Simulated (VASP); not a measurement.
# InSb (Pmmm) in VASP: a series of runs, part 2 of 2

VASP 6.6.1. The steps go on from the part before.

## Step 4: Single point, PBEsol (normal strain along x +0.0400, normal strain along z -0.0200)

The input, INCAR:

```
SYSTEM = InSb
PREC = Accurate ; ENCUT = 500
EDIFF = 1E-6 ; ISMEAR = 0
SIGMA = 0.15 ; LREAL = .FALSE.
LASPH = .TRUE. ; NELM = 120
ALGO = Normal ; ISIF = 2
LWAVE = .FALSE. ; LCHARG = .FALSE.
GGA = PS ; NBANDS = 16
GGA_COMPAT = .FALSE.
```

The input, KPOINTS:

```
regular mesh
0
G
  14 14 8
  0 0 0
```

The input, POSCAR:

```
InSb
1.0
    3.1576362431      0.0000000000      0.0000000000
    0.0000000000      3.0361886953      0.0000000000
    0.0000000000      0.0000000000      5.9744287867
In Sb
1 1
Direct
    0.0000000000      0.0000000000      0.0000000000
    0.0000000000      0.0000000000      0.5000000000
```

Potentials or basis: VASP PAW PBE potentials, release 64 (In_d, Sb).

Started as:

```bash
$ cat potpaw_PBE.64/In_d/POTCAR potpaw_PBE.64/Sb/POTCAR > POTCAR
$ mpirun -np 1 vasp_std > vasp.out
```

OUTCAR:

```text
SYSTEM = InSb
   PREC = Accurate
   ENCUT = 500
   EDIFF = 1E-6
   ISMEAR = 0
   LREAL = .FALSE.
   LASPH = .TRUE.
   NELM = 120
   ISIF = 2
   GGA = PS

 ion  position               nearest neighbor table
   1  0.000  0.000  0.000-   2 2.99   2 2.99
   2  0.000  0.000  0.500-   1 2.99   1 2.99

  LATTYP: Found a simple orthorhombic cell.
 ALAT       =     3.0361886953
 B/A-ratio  =     1.0400000000
 C/A-ratio  =     1.9677396191

  Lattice vectors:

 A1 = (   0.0000000000,  -3.0361886953,   0.0000000000)
 A2 = (   3.1576362431,   0.0000000000,   0.0000000000)
 A3 = (   0.0000000000,   0.0000000000,   5.9744287867)

Analysis of symmetry for initial positions (statically):
=====================================================================
 Subroutine PRICEL returns:
 Original cell was already a primitive cell.

 Routine SETGRP: Setting up the symmetry group for a
 simple orthorhombic supercell.

 Subroutine GETGRP returns: Found  8 space group operations
 (whereof  8 operations were pure point group operations)
 out of a pool of  8 trial point group operations.

The static configuration has the point symmetry D_2h.

Analysis of symmetry for dynamics (positions and initial velocities):
=====================================================================
 Subroutine PRICEL returns:
 Original cell was already a primitive cell.

 Routine SETGRP: Setting up the symmetry group for a
 simple orthorhombic supercell.

 Subroutine GETGRP returns: Found  8 space group operations
 (whereof  8 operations were pure point group operations)
 out of a pool of  8 trial point group operations.

The dynamic configuration has the point symmetry D_2h.

 Subroutine INISYM returns: Found  8 space group operations
 (whereof  8 operations are pure point group operations),
 and found     1 'primitive' translations

----------------------------------------------------------------------------------------

                                     Primitive cell

  volume of cell :      57.2779

  direct lattice vectors                    reciprocal lattice vectors
     3.157636243  0.000000000  0.000000000     0.316692590  0.000000000  0.000000000
     0.000000000  3.036188695  0.000000000     0.000000000  0.329360294  0.000000000
     0.000000000  0.000000000  5.974428787     0.000000000  0.000000000  0.167380018

  length of vectors
     3.157636243  3.036188695  5.974428787     0.316692590  0.329360294  0.167380018

  position of ions in fractional coordinates (direct lattice)
     0.000000000  0.000000000  0.000000000
     0.000000000  0.000000000  0.500000000

  ion indices of the primitive-cell ions
   primitive index   ion index
                 1           1
                 2           2

----------------------------------------------------------------------------------------

 KPOINTS: regular mesh

Automatic generation of k-mesh.
 Grid dimensions read from file:
 generate k-points for:   14   14    8

 Generating k-lattice:

  Cartesian coordinates                     Fractional coordinates (reciprocal lattice)
     0.022620899  0.000000000  0.000000000     0.071428571  0.000000000  0.000000000
     0.000000000  0.023525735  0.000000000     0.000000000  0.071428571  0.000000000
     0.000000000  0.000000000  0.020922502     0.000000000  0.000000000  0.125000000

  Length of vectors
     0.022620899  0.023525735  0.020922502

  Shift w.r.t. Gamma in fractional coordinates (k-lattice)
     0.000000000  0.000000000  0.000000000

 Subroutine IBZKPT returns following result:
 ===========================================

 Found    320 irreducible k-points:

 Following reciprocal coordinates:
            Coordinates               Weight
  0.000000  0.000000  0.000000      1.000000
  0.071429  0.000000  0.000000      2.000000
  0.142857  0.000000  0.000000      2.000000
  0.214286  0.000000  0.000000      2.000000
  0.285714  0.000000  0.000000      2.000000
  0.357143  0.000000  0.000000      2.000000
[... 16 lines left out ...]
  0.428571  0.142857  0.000000      4.000000
  0.500000  0.142857  0.000000      2.000000
 [... further k-points ...]
   k-points           NKPTS =    320   k-points in BZ     NKDIM =    320   number of bands    NBANDS=     16
   number of dos      NEDOS =    301   number of ions     NIONS =      2
   total plane-waves  NPLWV =  27648
   dimension x,y,z NGX =    24 NGY =   24 NGZ =   48
   dimension x,y,z NGXF=    48 NGYF=   48 NGZF=   96
   ions per type =               1   1
   NGX,Y,Z   is equivalent  to a cutoff of  12.64, 13.14, 13.36 a.u.
   NGXF,Y,Z  is equivalent  to a cutoff of  25.27, 26.28, 26.71 a.u.
 SYSTEM =  InSb
   PREC   = accura    normal or accurate (medium, high low for compatibility)
   ISTART =      0    job   : 0-new  1-cont  2-samecut
   ICHARG =      2    charge: 1-file 2-atom 10-const
   ISPIN  =      1    spin polarized calculation?
   LNONCOLLINEAR =      F non collinear calculations
   LSORBIT =      F    spin-orbit coupling
   LASPH  =      T    aspherical Exc in radial PAW
   ENCUT  =  500.0 eV  36.75 Ry    6.06 a.u.   5.76  5.54 10.89*2*pi/ulx,y,z
   NELM   =    120;   NELMIN=  2; NELMDL= -5     # of ELM steps
   EDIFF  = 0.1E-05   stopping-criterion for ELM
   LREAL  =      F    real-space projection
   EDIFFG = 0.1E-04   stopping-criterion for IOM
   NSW    =      0    number of steps for IOM
   IBRION =     -1    ionic relax: 0-MD 1-quasi-New 2-CG
   NFREE  =      0    steps in history (QN), initial steepest desc. (CG)
   ISIF   =      2    stress and relaxation
   ISYM   =      2    0-nonsym 1-usesym 2-fastsym
   POTIM  = 0.5000    time-step for ionic-motion
   TEBEG  =    0.0;   TEEND  =   0.0 temperature during run
   PSTRESS=    0.0 pullay stress
   NELECT =      18.0000    total number of electrons
   NUPDOWN=      -1.0000    fix difference up-down
   EMIN   =  10.00;   EMAX   =-10.00  energy-range for DOS
   EFERMI =   0.00;   METHOD = LEGACY
   ISMEAR =     0;   SIGMA  =   0.15  broadening in eV -4-tet -1-fermi 0-gaus
   EFERMI_NEDOS =   21; number of points for ismear=-14 and -15
   IALGO  =     38    algorithm
   IMIX   =      4    mixing-type and parameters
     AMIX     =   0.40;   BMIX     =  1.00
     AMIX_MAG =   1.60;   BMIX_MAG =  1.00
  volume/ion in A,a.u.               =      28.64       193.27
  Fermi-wavevector in a.u.,A,eV,Ry     =   1.113021  2.103304 16.855103  1.238815
  Thomas-Fermi vector in A             =   2.249601
   LORBIT       =      0    0 simple, 1 ext, 2 COOP (PROOUT), +10 PAW based schemes
   GGA     = PS    functional components
   LHFCALC =     F    Hartree Fock is set to
   AEXX    =    0.0000 exact exchange contribution
   IVDW    =     0    specifies the selected vdW correction
   LEPSILON=     F    determine dielectric tensor
   LRPA    =     F    only Hartree local field effects (RPA)
 non-spin polarized calculation
 Gauss-broadening in eV      SIGMA  =   0.15
  energy-cutoff  :      500.00
  volume of cell :       57.28
 maximum number of plane-waves:      1484
 NGX is ok and might be reduce to    24
   NGX = 11   NGY = 11   NGZ = 21

 number of electron      18.0000008 magnetization

 Free energy of the ion-electron system (eV)
  ---------------------------------------------------
  ext. energy  EPLUGINS =         0.00000000
  ---------------------------------------------------
  free energy    TOTEN  =        -7.39999541 eV

  energy without entropy =       -7.38560609  energy(sigma->0) =       -7.39280075

 E-fermi :   6.7990     XC(G=0):  -9.9165

 val. band max:        6.7936664703   @ k =   0.4286   0.2857   0.0000
 cond. band min:       6.8044519937   @ k =   0.5000   0.5000   0.5000
 fundamental gap:      0.0107855234
 Fermi energy:         6.7990157762

 k-point     1 :       0.0000    0.0000    0.0000
  band No.  band energies     occupation
      1      -8.0481      2.00000
      2      -7.8671      2.00000
      3      -7.5093      2.00000
      4      -7.4670      2.00000
      5      -7.3965      2.00000
      6      -4.8439      2.00000
[... 8 lines left out ...]
     15      16.2631      0.00000
     16      16.9720      0.00000
[... 419 lines left out ...]
 k-point    24 :       0.5000    0.1429    0.0000
  band No.  band energies     occupation
      1      -7.8261      2.00000
      2      -7.6983      2.00000
      3      -7.5961      2.00000
      4      -7.5004      2.00000
      5      -7.4949      2.00000
      6      -2.1885      2.00000
[... 8 lines left out ...]
     15      16.2675      0.00000
     16      17.9216      0.00000

 [... further k-points ...]
[... 5 lines left out ...]
  --------------------------------------------------------------------------------------
  -------------------------------------------------------------------------------------
  Total       -1.1494151     -0.3377541      0.6353450      0.0000000      0.0000000      0.0000000
  in kB      -32.1514270     -9.4476535     17.7718627      0.0000000      0.0000000      0.0000000
  external PRESSURE =      -7.9424059 kB  Pullay stress =       0.0000000 kB

 VOLUME and BASIS-vectors are now :
 -----------------------------------------------------------------------------
  energy-cutoff  :      500.00
  volume of cell :       57.28
      direct lattice vectors                 reciprocal lattice vectors
     3.157636243  0.000000000  0.000000000     0.316692590  0.000000000  0.000000000
     0.000000000  3.036188695  0.000000000     0.000000000  0.329360294  0.000000000
     0.000000000  0.000000000  5.974428787     0.000000000  0.000000000  0.167380018

 POSITION                                       TOTAL-FORCE (eV/Angst)
 -----------------------------------------------------------------------------------
      0.00000      0.00000      0.00000         0.000000      0.000000      0.000000
      0.00000      0.00000      2.98721         0.000000      0.000000      0.000000
 -----------------------------------------------------------------------------------
    total drift:                                0.000000     -0.000000     -0.000000

  FREE ENERGIE OF THE ION-ELECTRON SYSTEM (eV)
  ---------------------------------------------------
  free  energy   TOTEN  =        -7.3999954083 eV

  energy  without entropy=       -7.3856060890  energy(sigma->0) =       -7.39280075
```

OSZICAR:

```text
N       E                     dE             d eps       ncg     rms          rms(c)
DAV:   1     0.107675816098E+03    0.10768E+03   -0.77924E+03 10256   0.114E+03
DAV:   2    -0.100939997982E+01   -0.10869E+03   -0.10525E+03 11640   0.284E+02
DAV:   3    -0.727120292726E+01   -0.62618E+01   -0.62197E+01 13240   0.685E+01
DAV:   4    -0.743318493180E+01   -0.16198E+00   -0.16193E+00 13000   0.121E+01
DAV:   5    -0.744119399869E+01   -0.80091E-02   -0.80089E-02 15128   0.222E+00    0.312E+00
DAV:   6    -0.740688973597E+01    0.34304E-01   -0.63539E-02 13368   0.433E+00    0.167E+00
DAV:   7    -0.740028984799E+01    0.65999E-02   -0.21955E-02 13184   0.205E+00    0.347E-01
DAV:   8    -0.740001022434E+01    0.27962E-03   -0.12244E-03 13680   0.395E-01    0.119E-01
DAV:   9    -0.739999219090E+01    0.18033E-04   -0.19607E-04 13928   0.203E-01    0.300E-02
DAV:  10    -0.739999581437E+01   -0.36235E-05   -0.86199E-06 12712   0.238E-02    0.759E-03
DAV:  11    -0.739999540833E+01    0.40605E-06   -0.13499E-06  9056   0.169E-02
   1 F= -.73999954E+01 E0= -.73928007E+01  d E =-.143893E-01
```

Run time: 4.7 min. Hardware: 1 thread of Intel Xeon 8259CL, shared host; peak memory 0.41 GiB.

What came out:

```
Free energy            : -7.4000 eV
Pressure               : -0.8 GPa
Band gap on the k mesh : zero (bands 9 and 10 overlap by 5.12 eV)
```

Caveat: the cell differs from its parent crystal (normal strain along x +0.0400, normal strain along z -0.0200); the PAW data sets were made with another functional, which shifts forces and pressure a little; spin-orbit coupling is left out, which moves the levels of the heavy elements.

## Step 5: Single point, PBEsol (normal strain along x -0.0200, normal strain along z +0.0400)

The input, INCAR:

```
PREC = Accurate
ENCUT = 500
EDIFF = 1E-6
ISMEAR = 0
SIGMA = 0.15
LREAL = F
LASPH = T
NELM = 120
ALGO = Normal
ISIF = 2
LWAVE = F
LCHARG = F
GGA = PS
NBANDS = 16
GGA_COMPAT = F
```

The input, KPOINTS:

```
regular mesh
0
Gamma
  14 14 8
```

The input, POSCAR:

```
InSb
1.0
    2.9754649214      0.0000000000      0.0000000000
    0.0000000000      3.0361886953      0.0000000000
    0.0000000000      0.0000000000      6.3402101410
In Sb
1 1
Direct
    0.0000000000      0.0000000000      0.0000000000
    0.0000000000      0.0000000000      0.5000000000
```

Started as:

```bash
$ cat potpaw_PBE.64/In_d/POTCAR potpaw_PBE.64/Sb/POTCAR > POTCAR
$ mpirun -np 1 vasp_std > vasp.out
```

Run time: 5.1 min. Hardware: 1 thread of Intel Xeon 8259CL, shared host; peak memory 0.4 GiB.

Results (log left out):

```yaml
Free_energy: -7.3993 eV
Pressure: -0.5 GPa
Band_gap_on_the_k_mesh: zero (bands 9 and 10 overlap by 6.24 eV)
```

Stress tensor (GPa, compression positive):
```
 1.20  0.00  0.00
 0.00  0.62  0.00
 0.00  0.00 -3.36
```

Levels at points of the mesh, in eV from the Fermi level:
| k point | band 7 | band 8 | band 9 | band 10 | band 11 | band 12 |
| --- | --- | --- | --- | --- | --- | --- |
| (0.00, 0.00, 0.00) | -7.27 | -4.76 | 4.30 | 4.34 | 4.93 | 7.88 |
| (0.50, 0.00, 0.00) | -5.33 | -3.26 | -2.07 | -1.93 | 2.84 | 6.84 |
| (0.00, 0.50, 0.00) | -5.28 | -3.57 | -2.28 | -1.94 | 2.75 | 7.07 |
| (0.50, 0.50, 0.00) | -3.13 | -2.82 | 0.29 | 0.76 | 0.91 | 0.98 |
| (0.00, 0.00, 0.50) | -8.34 | -1.46 | -0.29 | 4.44 | 5.07 | 8.06 |
| (0.50, 0.00, 0.50) | -5.12 | -4.57 | -2.59 | 1.48 | 2.94 | 5.36 |
| (0.00, 0.50, 0.50) | -5.06 | -4.85 | -2.63 | 1.23 | 2.70 | 5.32 |
| (0.50, 0.50, 0.50) | -2.97 | -2.65 | -1.13 | 0.21 | 0.41 | 2.95 |

Caveat: the cell differs from its parent crystal (normal strain along x -0.0200, normal strain along z +0.0400); the PAW data sets were made with another functional, which shifts forces and pressure a little; spin-orbit coupling is left out, which moves the levels of the heavy elements.

## Step 6: Single point, PBEsol (normal strain along x +0.0200, normal strain along z +0.0000)

The input, INCAR:

```
ALGO = Normal
EDIFF = 1E-6
ENCUT = 500
GGA = PS
GGA_COMPAT = F
ISIF = 2
ISMEAR = 0
LASPH = T
LCHARG = F
LREAL = F
LWAVE = F
NBANDS = 16
NELM = 120
PREC = Accurate
SIGMA = 0.15
```

The input, KPOINTS:

```
k-points
0
Gamma
  14 14 8
```

The input, POSCAR:

```
InSb
1.0
    3.0969124692      0.0000000000      0.0000000000
    0.0000000000      3.0361886953      0.0000000000
    0.0000000000      0.0000000000      6.0963559048
In Sb
1 1
Direct
    0.0000000000      0.0000000000      0.0000000000
    0.0000000000      0.0000000000      0.5000000000
```

Potentials or basis: VASP PAW PBE potentials, release 64 (In_d, Sb).

Started as:

```bash
$ cat potpaw_PBE.64/In_d/POTCAR potpaw_PBE.64/Sb/POTCAR > POTCAR
$ mpirun -np 1 vasp_std > vasp.out
```

It took 4.7 min on 1 thread of Intel Xeon 8259CL, shared host; peak memory 0.4 GiB.

It converged, with:

| Item | Value |
| --- | --- |
| Free energy | -7.4230 eV |
| Pressure | -1.0 GPa |
| Band gap on the k mesh | zero (bands 9 and 10 overlap by 5.65 eV) |

Stress tensor (GPa, compression positive):
```
-1.78  0.00  0.00
 0.00 -0.86  0.00
 0.00  0.00 -0.24
```

Levels at points of the mesh, in eV from the Fermi level:
```csv
k point,band 6,band 7,band 8,band 9,band 10,band 11,band 12,band 13
"(0.00, 0.00, 0.00)",-11.69,-6.82,-4.71,3.91,4.49,5.54,7.74,8.56
"(0.50, 0.00, 0.00)",-9.12,-5.09,-3.40,-2.46,-1.56,2.89,6.58,8.09
"(0.00, 0.50, 0.00)",-8.84,-5.14,-3.11,-2.27,-1.57,2.96,6.20,8.32
"(0.50, 0.50, 0.00)",-6.10,-3.07,-2.79,-0.15,0.74,0.92,1.14,2.68
"(0.00, 0.00, 0.50)",-11.54,-8.24,-0.75,0.30,4.12,4.70,7.77,7.82
"(0.50, 0.00, 0.50)",-9.06,-5.06,-4.77,-2.49,1.77,3.07,5.87,6.64
"(0.00, 0.50, 0.50)",-8.79,-4.84,-4.80,-2.46,2.00,3.30,5.90,6.39
"(0.50, 0.50, 0.50)",-6.10,-2.83,-2.54,-1.67,0.15,0.35,3.01,4.58
```

Caveat: the cell differs from its parent crystal (normal strain along x +0.0200, normal strain along z +0.0000); the PAW data sets were made with another functional, which shifts forces and pressure a little; spin-orbit coupling is left out, which moves the levels of the heavy elements.

## Step 7: Overview

```tsv
cell	gap on the mesh (eV)	pressure (GPa)
a = 2.915, b = 3.036, c = 6.096 Å, 2 atoms	none	2.6
a = 2.975, b = 3.036, c = 5.974 Å, 2 atoms	none	2.3
a = 3.158, b = 3.036, c = 5.974 Å, 2 atoms	none	-0.8
a = 2.975, b = 3.036, c = 6.340 Å, 2 atoms	none	-0.5
a = 3.097, b = 3.036, c = 6.096 Å, 2 atoms	none	-1.0
```

Alike in all rows: task single point; level PBEsol; potentials or basis VASP PAW PBE potentials, release 64 (In_d, Sb); no spin polarisation; k mesh 14 × 14 × 8; cutoff (eV) 500; smearing gaussian 0.15 eV.

Caveats: the PAW data sets were made with another functional, which shifts forces and pressure a little; spin-orbit coupling is left out, which moves the levels of the heavy elements.

Total energies depend on the potentials used, so only differences within one code and one set of settings carry meaning.
